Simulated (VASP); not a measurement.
A run of VASP 6.6.1:

INCAR

```
ALGO = Normal
EDIFF = 1E-6
ENCUT = 520
GGA = PE
ISIF = 2
ISMEAR = 0
LASPH = T
LCHARG = F
LREAL = F
LWAVE = F
NBANDS = 16
NELM = 80
PREC = Accurate
SIGMA = 0.05
```

KPOINTS

```
k-points
0
Gamma
  8 8 8
```

Contents of POSCAR:

```
CdS
1.0
    0.0000000000      3.0264000000      3.1428000000
    3.0264000000      0.0000000000      3.1428000000
    3.0264000000      3.0264000000      0.0000000000
Cd S
1 1
Direct
    0.0000000000      0.0000000000      0.0000000000
    0.7500000000      0.7500000000      0.7500000000
```

Potentials or basis: VASP PAW PBE potentials, release 64 (Cd, S).

Launch:

```bash
$ cat potpaw_PBE.64/Cd/POTCAR potpaw_PBE.64/S/POTCAR > POTCAR
$ mpirun -np 1 vasp_std > vasp.out
```

Hardware: 1 thread of AMD EPYC 9R45 96-Core Processor (Zen 5), on a shared host.

Q: How long does it take, and how much memory?

A: Run time: 32 s on 1 thread of AMD EPYC 9R45 96-Core Processor (Zen 5) (shared host), peak memory 0.18 GiB. Counts: scf iterations 14, k points 59.
